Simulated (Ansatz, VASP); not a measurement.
BaF2 in VASP and in Ansatz

```
Ba F
1.0
     0.00000    3.13480    3.13480
     3.13480    0.00000    3.13480
     3.13480    3.13480    0.00000
Ba F
1 2
Direct
  0.00000 0.00000 0.00000
  0.25000 0.25000 0.25000
  0.75000 0.75000 0.75000
```

Alike in both runs: task single point; functional r2SCAN; k mesh 5 × 5 × 5; occupations gaussian, width 0.0108 eV; no spin polarisation.

```csv
,VASP,Ansatz
version,VASP 6.6.1,Ansatz 0.2.0
potentials or method,"VASP PAW PBE potentials, release 64 (Ba_sv, F), cutoff 660 eV",PAW plane waves
valence electrons in the cell,24,24
```

|  | VASP | Ansatz | Ansatz less VASP |
| --- | --- | --- | --- |
| gap on the k mesh at the Fermi level (eV) | 7.19 | 7.26 | +0.070 |
| pressure (GPa) | -1.3 | -2.0 | -0.74 |

VASP's potentials were made for PBE, not for r2SCAN.

Neither program's run includes spin-orbit coupling.
